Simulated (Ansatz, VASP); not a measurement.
# Two plane-wave programs on AlN

```
CELL_PARAMETERS angstrom
0.00000 2.27577 2.07880
2.27577 0.00000 2.07880
2.27577 2.27577 0.00000
ATOMIC_POSITIONS crystal
Al 0.00000 0.00000 0.00000
N 0.25000 0.25000 0.25000
```

Change from the starting cell: epitaxial_xy strain +4.2%.

Alike in both runs: task single point; functional HSE06; k mesh 8 × 8 × 8; no spin polarisation.

|  | VASP | Ansatz |
| --- | --- | --- |
| version | VASP 6.6.1 | Ansatz 0.2.0 |
| potentials or method | VASP PAW PBE potentials, release 64 (Al, N) | plane waves, PAW |
| plane-wave cutoff (eV) | 520 | 420 |
| occupations | gaussian, width 0.01 eV | fixed |
| valence electrons in the cell | 8 | 8 |

Ansatz gave:

```
gap on the k mesh at the Fermi level (eV)                     : 4.10
pressure (GPa)                                                : -7.6
traceless stress, the component that is largest in VASP (GPa) : 6.75
```

Which values does VASP return?

gap on the k mesh at the Fermi level (eV): 4.10; pressure (GPa): -7.8; traceless stress, the component that is largest in VASP (GPa): 6.81.

Ansatz's warnings: stress exchange threshold loose, stress scf threshold loose.
